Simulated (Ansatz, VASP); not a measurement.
# Al: VASP beside Ansatz

```
Al
1.0
     0.00000    2.00374    2.02398
     2.02398    0.00000    2.02398
     2.02398    2.00374    0.00000
Al
1
Direct
  0.00000 0.00000 0.00000
```

Change from the starting cell: strain -0.0100 x Voigt [0, 1, 0, 0, 0, 0], atoms carried along.

Alike in both runs: task single point; functional PBE; k mesh 20 × 20 × 20; occupations gaussian, width 0.15 eV; no spin polarisation.

```csv
,VASP,Ansatz
version,VASP 6.6.1,Ansatz 0.2.0
potentials or method,"VASP PAW PBE potentials, release 64 (Al), cutoff 520 eV","scalar-relativistic, plane waves, PAW"
valence electrons in the cell,3,3
```

```tsv
	VASP	Ansatz	Ansatz less VASP
gap on the k mesh at the Fermi level (eV)	none	none	-
pressure (GPa)	0.3	0.4	+0.04
```

A gap of «none» marks a metal or a gap that the smearing closes.
